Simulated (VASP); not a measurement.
# Ge3Te2S (P6/mmm) in VASP: a series of runs

Runs on Ge3Te2S. Level: PBE. Tasks: single point, relaxation of cell and atoms.

Everything below comes from runs of VASP 6.6.1. Logs are shortened: lines on timing, memory, paths and dates and some standing lists are left out, and cuts for length are marked.

**1. The cell of the first run**

Symmetry: P6/mmm, No. 191, hexagonal system. Conventional cell: a = 9.788 Å, b = 9.788 Å, c = 2.858 Å, α = 90.00°, β = 90.00°, γ = 120.00°. Ge (site symmetry mmm) has 2 Te at 2.83 Å and 2 Ge at 2.86 Å within 3.7 Å. Within 3.7 Å of Te (site symmetry -6m2) lie 3 Ge at 2.83 Å and 2 Te at 2.86 Å. Within 3.8 Å of S (site symmetry 6/mmm) lie 2 S at 2.86 Å.

The cell was generated, and may not be a known phase.

**2. Single point, PBE**

Contents of INCAR:

```
SYSTEM = Ge3Te2S
PREC = Accurate
ENCUT = 520
EDIFF = 1E-6
ISMEAR = 0
SIGMA = 0.1
LREAL = .FALSE.
LASPH = .TRUE.
NELM = 100
ALGO = Normal
ISIF = 2
LWAVE = .FALSE.
LCHARG = .FALSE.
GGA = PE
NBANDS = 39
```

Contents of KPOINTS:

```
regular mesh
0
G
  3 3 4
  0 0 0
```

Contents of POSCAR:

```
Ge3Te2S
1.0
    9.7884751629      0.0000000000      0.0000000000
   -4.8942375814      8.4770681554      0.0000000000
    0.0000000000      0.0000000000      2.8577117176
Ge Te S
3 2 1
Direct
    0.5000000000      0.0000000000      0.5000000000
    0.0000000000      0.5000000000      0.5000000000
    0.5000000000      0.5000000000      0.5000000000
    0.3333333333      0.6666666667      0.5000000000
    0.6666666667      0.3333333333      0.5000000000
    0.0000000000      0.0000000000      0.5000000000
```

Potentials or basis: VASP PAW PBE potentials, release 64 (Ge_d, Te, S).

The run is started by

```
$ cat potpaw_PBE.64/Ge_d/POTCAR potpaw_PBE.64/Te/POTCAR potpaw_PBE.64/S/POTCAR > POTCAR
$ mpirun -np 1 vasp_std > vasp.out
```

OUTCAR:

```text
SYSTEM = Ge3Te2S
   PREC = Accurate
   ENCUT = 520
   EDIFF = 1E-6
   ISMEAR = 0
   LREAL = .FALSE.
   LASPH = .TRUE.
   NELM = 100
   ISIF = 2
   GGA = PE

 ion  position               nearest neighbor table
   1  0.500  0.000  0.500-   4 2.83   5 2.83
   2  0.000  0.500  0.500-   4 2.83   5 2.83
   3  0.500  0.500  0.500-   4 2.83   5 2.83
   4  0.333  0.667  0.500-   1 2.83   2 2.83   3 2.83
   5  0.667  0.333  0.500-   1 2.83   2 2.83   3 2.83
   6  0.000  0.000  0.500-

  LATTYP: Found a hexagonal cell.
 ALAT       =     9.7884751629
 C/A-ratio  =     0.2919465668

  Lattice vectors:

 A1 = (   9.7884751629,   0.0000000000,   0.0000000000)
 A2 = (  -4.8942375814,   8.4770681554,   0.0000000000)
 A3 = (   0.0000000000,   0.0000000000,   2.8577117176)

Analysis of symmetry for initial positions (statically):
=====================================================================
 Subroutine PRICEL returns:
 Original cell was already a primitive cell.

 Routine SETGRP: Setting up the symmetry group for a
 hexagonal supercell.

 Subroutine GETGRP returns: Found 24 space group operations
 (whereof 24 operations were pure point group operations)
 out of a pool of 24 trial point group operations.

The static configuration has the point symmetry D_6h.

Analysis of symmetry for dynamics (positions and initial velocities):
=====================================================================
 Subroutine PRICEL returns:
 Original cell was already a primitive cell.

 Routine SETGRP: Setting up the symmetry group for a
 hexagonal supercell.

 Subroutine GETGRP returns: Found 24 space group operations
 (whereof 24 operations were pure point group operations)
 out of a pool of 24 trial point group operations.

The dynamic configuration has the point symmetry D_6h.

 Subroutine INISYM returns: Found 24 space group operations
 (whereof 24 operations are pure point group operations),
 and found     1 'primitive' translations

----------------------------------------------------------------------------------------

                                     Primitive cell

  volume of cell :     237.1260

  direct lattice vectors                    reciprocal lattice vectors
     9.788475163  0.000000000  0.000000000     0.102160958  0.058982657  0.000000000
    -4.894237581  8.477068155  0.000000000     0.000000000  0.117965313  0.000000000
     0.000000000  0.000000000  2.857711718     0.000000000  0.000000000  0.349930328

  length of vectors
     9.788475163  9.788475163  2.857711718     0.117965313  0.117965313  0.349930328

  position of ions in fractional coordinates (direct lattice)
     0.500000000  0.000000000  0.500000000
     0.000000000  0.500000000  0.500000000
     0.500000000  0.500000000  0.500000000
     0.333333333  0.666666667  0.500000000
     0.666666667  0.333333333  0.500000000
     0.000000000  0.000000000  0.500000000

  ion indices of the primitive-cell ions
   primitive index   ion index
                 1           1
                 2           2
                 3           3
                 4           4
                 5           5
                 6           6

----------------------------------------------------------------------------------------

 KPOINTS: regular mesh

Automatic generation of k-mesh.
 Grid dimensions read from file:
 generate k-points for:    3    3    4

 Generating k-lattice:

  Cartesian coordinates                     Fractional coordinates (reciprocal lattice)
     0.034053653  0.019660886  0.000000000     0.333333333  0.000000000  0.000000000
     0.000000000  0.039321771  0.000000000     0.000000000  0.333333333  0.000000000
     0.000000000  0.000000000  0.087482582     0.000000000  0.000000000  0.250000000

  Length of vectors
     0.039321771  0.039321771  0.087482582

  Shift w.r.t. Gamma in fractional coordinates (k-lattice)
     0.000000000  0.000000000  0.000000000

 Subroutine IBZKPT returns following result:
 ===========================================

 Found      9 irreducible k-points:

 Following reciprocal coordinates:
            Coordinates               Weight
  0.000000  0.000000  0.000000      1.000000
  0.333333 -0.000000  0.000000      6.000000
  0.333333  0.333333  0.000000      2.000000
  0.000000  0.000000  0.250000      2.000000
  0.333333 -0.000000  0.250000     12.000000
  0.333333  0.333333  0.250000      4.000000
  0.000000  0.000000  0.500000      1.000000
  0.333333 -0.000000  0.500000      6.000000
  0.333333  0.333333  0.500000      2.000000
   k-points           NKPTS =      9   k-points in BZ     NKDIM =      9   number of bands    NBANDS=     39
   number of dos      NEDOS =    301   number of ions     NIONS =      6
   total plane-waves  NPLWV = 153600
   dimension x,y,z NGX =    80 NGY =   80 NGZ =   24
   dimension x,y,z NGXF=   160 NGYF=  160 NGZF=   48
   ions per type =               3   2   1
   NGX,Y,Z   is equivalent  to a cutoff of  13.59, 13.59, 13.96 a.u.
   NGXF,Y,Z  is equivalent  to a cutoff of  27.17, 27.17, 27.92 a.u.
 SYSTEM =  Ge3Te2S
   PREC   = accura    normal or accurate (medium, high low for compatibility)
   ISTART =      0    job   : 0-new  1-cont  2-samecut
   ICHARG =      2    charge: 1-file 2-atom 10-const
   ISPIN  =      1    spin polarized calculation?
   LNONCOLLINEAR =      F non collinear calculations
   LSORBIT =      F    spin-orbit coupling
   LASPH  =      T    aspherical Exc in radial PAW
   ENCUT  =  520.0 eV  38.22 Ry    6.18 a.u.  18.20 18.20  5.31*2*pi/ulx,y,z
   NELM   =    100;   NELMIN=  2; NELMDL= -5     # of ELM steps
   EDIFF  = 0.1E-05   stopping-criterion for ELM
   LREAL  =      F    real-space projection
   EDIFFG = 0.1E-04   stopping-criterion for IOM
   NSW    =      0    number of steps for IOM
   IBRION =     -1    ionic relax: 0-MD 1-quasi-New 2-CG
   NFREE  =      0    steps in history (QN), initial steepest desc. (CG)
   ISIF   =      2    stress and relaxation
   ISYM   =      2    0-nonsym 1-usesym 2-fastsym
   POTIM  = 0.5000    time-step for ionic-motion
   TEBEG  =    0.0;   TEEND  =   0.0 temperature during run
   PSTRESS=    0.0 pullay stress
   NELECT =      60.0000    total number of electrons
   NUPDOWN=      -1.0000    fix difference up-down
   EMIN   =  10.00;   EMAX   =-10.00  energy-range for DOS
   EFERMI =   0.00;   METHOD = LEGACY
   ISMEAR =     0;   SIGMA  =   0.10  broadening in eV -4-tet -1-fermi 0-gaus
   EFERMI_NEDOS =   21; number of points for ismear=-14 and -15
   IALGO  =     38    algorithm
   IMIX   =      4    mixing-type and parameters
     AMIX     =   0.40;   BMIX     =  1.00
     AMIX_MAG =   1.60;   BMIX_MAG =  1.00
  volume/ion in A,a.u.               =      39.52       266.70
  Fermi-wavevector in a.u.,A,eV,Ry     =   1.035457  1.956731 14.587784  1.072172
  Thomas-Fermi vector in A             =   2.169801
   LORBIT       =      0    0 simple, 1 ext, 2 COOP (PROOUT), +10 PAW based schemes
   GGA     = PE    functional components
   LHFCALC =     F    Hartree Fock is set to
   AEXX    =    0.0000 exact exchange contribution
   IVDW    =     0    specifies the selected vdW correction
   LEPSILON=     F    determine dielectric tensor
   LRPA    =     F    only Hartree local field effects (RPA)
 non-spin polarized calculation
 Gauss-broadening in eV      SIGMA  =   0.10
  energy-cutoff  :      520.00
  volume of cell :      237.13
 maximum number of plane-waves:      6402
 NGX is ok and might be reduce to    80
   NGX = 37   NGY = 37   NGZ = 11

 number of electron      59.9999970 magnetization

 Free energy of the ion-electron system (eV)
  ---------------------------------------------------
  ext. energy  EPLUGINS =         0.00000000
  ---------------------------------------------------
  free energy    TOTEN  =       -19.24716688 eV

  energy without entropy =      -19.22400303  energy(sigma->0) =      -19.23558495

 E-fermi :   1.6975     XC(G=0):  -7.4317

 val. band max:        1.6414888938   @ k =   0.3333   0.3333   0.0000
 cond. band min:       1.7315938003   @ k =   0.0000   0.0000   0.2500
 fundamental gap:      0.0901049065
 Fermi energy:         1.6975384189

 k-point     1 :       0.0000    0.0000    0.0000
  band No.  band energies     occupation
      1     -23.4625      2.00000
      2     -23.4624      2.00000
      3     -23.4624      2.00000
      4     -23.4379      2.00000
      5     -23.4353      2.00000
      6     -23.4353      2.00000
[... 31 lines left out ...]
     38       6.3673      0.00000
     39       6.8427      0.00000

 k-point     2 :       0.3333   -0.0000    0.0000
  band No.  band energies     occupation
      1     -23.4625      2.00000
      2     -23.4624      2.00000
      3     -23.4624      2.00000
      4     -23.4373      2.00000
      5     -23.4359      2.00000
      6     -23.4353      2.00000
[... 31 lines left out ...]
     38       7.0893      0.00000
     39       7.1915      0.00000

 k-point     3 :       0.3333    0.3333    0.0000
  band No.  band energies     occupation
      1     -23.4624      2.00000
      2     -23.4624      2.00000
      3     -23.4624      2.00000
      4     -23.4366      2.00000
      5     -23.4366      2.00000
      6     -23.4353      2.00000
[... 31 lines left out ...]
     38       7.0645      0.00000
     39       7.1579      0.00000

 k-point     4 :       0.0000    0.0000    0.2500
  band No.  band energies     occupation
      1     -23.4377      2.00000
      2     -23.4362      2.00000
      3     -23.4362      2.00000
      4     -23.4266      2.00000
      5     -23.4266      2.00000
      6     -23.4263      2.00000
[... 31 lines left out ...]
     38       6.6068      0.00000
     39       6.6071      0.00000
[... 124 lines left out ...]
     38       5.3330      0.00000
     39       5.3330      0.00000

 k-point     8 :       0.3333   -0.0000    0.5000
  band No.  band energies     occupation
      1     -23.4340      2.00000
      2     -23.4332      2.00000
      3     -23.4329      2.00000
      4     -23.4273      2.00000
      5     -23.4272      2.00000
      6     -23.4272      2.00000
[... 31 lines left out ...]
     38       5.7704      0.00000
     39       5.9446      0.00000

 k-point     9 :       0.3333    0.3333    0.5000
  band No.  band energies     occupation
      1     -23.4336      2.00000
      2     -23.4336      2.00000
      3     -23.4329      2.00000
      4     -23.4273      2.00000
      5     -23.4272      2.00000
      6     -23.4272      2.00000
[... 31 lines left out ...]
     38       6.3056      0.00000
     39       6.3056      0.00000

------------------------ aborting loop because EDIFF is reached ----------------------------------------

  FORCE on cell =-STRESS in cart. coord.  units (eV):
  Direction    XX          YY          ZZ          XY          YZ          ZX
  --------------------------------------------------------------------------------------
  -------------------------------------------------------------------------------------
  Total        0.3791130      0.3791130      0.1898932      0.0000000      0.0000000      0.0000000
  in kB        2.5615342      2.5615342      1.2830419      0.0000000      0.0000000      0.0000000
  external PRESSURE =       2.1353701 kB  Pullay stress =       0.0000000 kB

 VOLUME and BASIS-vectors are now :
 -----------------------------------------------------------------------------
  energy-cutoff  :      520.00
  volume of cell :      237.13
      direct lattice vectors                 reciprocal lattice vectors
     9.788475163  0.000000000  0.000000000     0.102160958  0.058982657  0.000000000
    -4.894237581  8.477068155  0.000000000     0.000000000  0.117965313  0.000000000
     0.000000000  0.000000000  2.857711718     0.000000000  0.000000000  0.349930328

 POSITION                                       TOTAL-FORCE (eV/Angst)
 -----------------------------------------------------------------------------------
      4.89424      0.00000      1.42886         0.000000      0.000000      0.000000
     -2.44712      4.23853      1.42886        -0.000000      0.000000      0.000000
      2.44712      4.23853      1.42886         0.000000      0.000000      0.000000
     -0.00000      5.65138      1.42886         0.000000      0.000000      0.000000
      4.89424      2.82569      1.42886        -0.000000      0.000000      0.000000
      0.00000      0.00000      1.42886        -0.000000      0.000000      0.000000
 -----------------------------------------------------------------------------------
    total drift:                               -0.000000      0.000000     -0.000000

  FREE ENERGIE OF THE ION-ELECTRON SYSTEM (eV)
  ---------------------------------------------------
  free  energy   TOTEN  =       -19.2471668751 eV

  energy  without entropy=      -19.2240030346  energy(sigma->0) =      -19.23558495
```

It took 3.2 min on 1 thread of Intel Xeon 8259CL, shared host; peak memory 0.43 GiB.

Results:

```
Free energy            : -19.2472 eV
Pressure               : 0.2 GPa
Band gap on the k mesh : zero (bands 30 and 31 overlap by 0.15 eV)
```

Caveat: the k points lie up to 0.55 Å⁻¹ apart; spin-orbit coupling is left out, which moves the levels of the heavy elements.

**3. Relaxation of cell and atoms, PBE**

This run uses another cell than the first one, of 29.79 Å³/atom.

Contents of INCAR:

```
PREC = Accurate
ENCUT = 600
EDIFF = 1E-6
ISMEAR = 0
SIGMA = 0.1
LREAL = False
LASPH = True
NELM = 80
ALGO = Normal
ISIF = 3
LWAVE = False
LCHARG = False
GGA = PE
IBRION = 2
NSW = 90
EDIFFG = -0.04
```

Contents of KPOINTS:

```
regular mesh
0
Gamma
  3 3 4
```

Contents of POSCAR:

```
Ge3Te2S
1.0
    6.7252263200      0.0000000000      0.0000000000
   -3.3626131600      5.8242168400      0.0000000000
    0.0000000000      0.0000000000      4.5627229300
Ge Te S
3 2 1
Direct
    0.5000000000      0.0000000000      0.5000000000
    0.0000000000      0.5000000000      0.5000000000
    0.5000000000      0.5000000000      0.5000000000
    0.3333333300      0.6666666700      0.5000000000
    0.6666666700      0.3333333300      0.5000000000
    0.0000000000      0.0000000000      0.5000000000
```

Potentials or basis: VASP PAW PBE potentials, release 64 (Ge_d, Te, S).

The run is started by

```
$ cat potpaw_PBE.64/Ge_d/POTCAR potpaw_PBE.64/Te/POTCAR potpaw_PBE.64/S/POTCAR > POTCAR
$ mpirun -np 1 vasp_std > vasp.out
```

Wall time 45 min (1 thread of Intel Xeon 8259CL, shared host); peak memory 0.38 GiB.

Results (log left out):

```
Free energy                           : -19.1774 eV
Relaxed volume                        : 39.52 Å³/atom
Relaxed cell                          : a = 9.784 Å, b = 9.784 Å, c = 2.860 Å, α = 90.00°, β = 90.00°, γ = 120.00°
Space group after relaxing (to 0.1 Å) : P6/mmm (No. 191)
Pressure after relaxing               : 0.0 GPa
Band gap on the k mesh                : zero (bands 30 and 31 overlap by 0.15 eV)
```

Final structure:
```
Ge Te S
1.0
     9.78352    0.00000    0.00000
    -4.89176    8.47278    0.00000
     0.00000    0.00000    2.86022
Ge Te S
3 2 1
Direct
  0.50000 0.00000 0.50000
  0.00000 0.50000 0.50000
  0.50000 0.50000 0.50000
  0.33333 0.66667 0.50000
  0.66667 0.33333 0.50000
  0.00000 0.00000 0.50000
```

Levels at points of the mesh, in eV from the Fermi level:
```csv
k point,band 27,band 28,band 29,band 30,band 31,band 32,band 33,band 34
"(0.00, 0.00, 0.00)",-1.56,-0.79,-0.79,-0.51,0.60,3.24,3.89,3.95
"(0.00, 0.00, 0.50)",-2.70,-2.65,-1.92,0.19,0.19,0.85,0.85,1.63
```

Caveat: the volume moved by over 15 % at a fixed basis, so the end points are rough; spin-orbit coupling is left out, which moves the levels of the heavy elements.

**4. Relaxation of cell and atoms, PBE**

INCAR: that of step 3 with these lines changed.

```diff
@@ -7,3 +7,3 @@
 LASPH = True
-NELM = 80
+NELM = 100
 ALGO = Normal
```

Contents of KPOINTS:

```
Automatic mesh
0
Gamma
  3 3 6
```

Contents of POSCAR:

```
Ge3Te2S
1.0
    9.7884751629      0.0000000000      0.0000000000
   -4.8942375814      8.4770681554      0.0000000000
    0.0000000000      0.0000000000      2.8577117176
Ge Te S
3 2 1
Direct
    0.5000000000      0.0000000000      0.5000000000
    0.0000000000      0.5000000000      0.5000000000
    0.5000000000      0.5000000000      0.5000000000
    0.3333333333      0.6666666667      0.5000000000
    0.6666666667      0.3333333333      0.5000000000
    0.0000000000      0.0000000000      0.5000000000
```

The run is started by

```
$ cat potpaw_PBE.64/Ge_d/POTCAR potpaw_PBE.64/Te/POTCAR potpaw_PBE.64/S/POTCAR > POTCAR
$ mpirun -np 1 vasp_std > vasp.out
```

It took 16 min on 1 thread of Intel Xeon 8259CL, shared host; peak memory 0.51 GiB.

The run converged. Its results:

```yaml
Free_energy: -19.1273 eV
Relaxed_volume: 39.35 Å³/atom
Relaxed_cell: a = 10.144 Å, b = 10.144 Å, c = 2.649 Å, α = 90.00°, β = 90.00°, γ = 120.00°
Space_group_after_relaxing_to_0.1_Å: P6/mmm (No. 191)
Energy_gained_by_relaxing: 66.9 meV/atom
Ionic_steps: 8
Pressure_after_relaxing: 0.0 GPa
Band_gap_on_the_k_mesh: zero (bands 30 and 31 overlap by 0.97 eV)
```

Step by step:
| step | energy change (eV) | largest force (eV/Å) | pressure (GPa) | volume (Å³) |
| --- | --- | --- | --- | --- |
| 1 | 0.0000 | 0.0000 | -0.69 | 237.13 |
| 2 | -0.3877 | 0.0000 | 0.46 | 230.65 |
| 3 | -0.3893 | 0.0000 | 0.61 | 230.09 |
| 4 | -0.3894 | 0.0000 | 0.58 | 230.24 |
| 5 | -0.4001 | 0.0000 | 0.10 | 234.91 |
| 6 | -0.4004 | 0.0000 | -0.15 | 237.12 |
| 7 | -0.4006 | 0.0000 | -0.05 | 236.15 |
| 8 | -0.4011 | 0.0000 | 0.01 | 236.09 |

Final structure:
```cif
data_structure
_symmetry_space_group_name_H-M 'P 1'
_symmetry_Int_Tables_number 1
_cell_length_a 10.1435
_cell_length_b 10.1435
_cell_length_c 2.6495
_cell_angle_alpha 90.000
_cell_angle_beta 90.000
_cell_angle_gamma 120.000
_cell_volume 236.09
loop_
_atom_site_label
_atom_site_type_symbol
_atom_site_fract_x
_atom_site_fract_y
_atom_site_fract_z
_atom_site_occupancy
Ge1 Ge 0.50000 0.00000 0.50000 1
Ge2 Ge 0.00000 0.50000 0.50000 1
Ge3 Ge 0.50000 0.50000 0.50000 1
Te1 Te 0.33333 0.66667 0.50000 1
Te2 Te 0.66667 0.33333 0.50000 1
S1 S 0.00000 0.00000 0.50000 1
```

Levels at points of the mesh, in eV from the Fermi level:
```tsv
k point	band 26	band 27	band 28	band 29	band 30	band 31	band 32	band 33	band 34	band 35
(0.00, 0.00, 0.00)	-1.69	-1.69	-1.10	-1.10	-0.73	-0.41	2.58	2.58	3.86	4.26
(0.00, 0.00, 0.50)	-3.38	-2.80	-2.23	-2.23	0.56	0.56	0.74	0.74	2.37	2.37
```

Caveat: the k points lie up to 0.40 Å⁻¹ apart in the final cell, too coarse for converged energies and pressures of a metal; spin-orbit coupling is left out, which moves the levels of the heavy elements.

[end of part 1 of 2]

The gap in the log of VASP goes by the Fermi energy; the results here count the filled bands.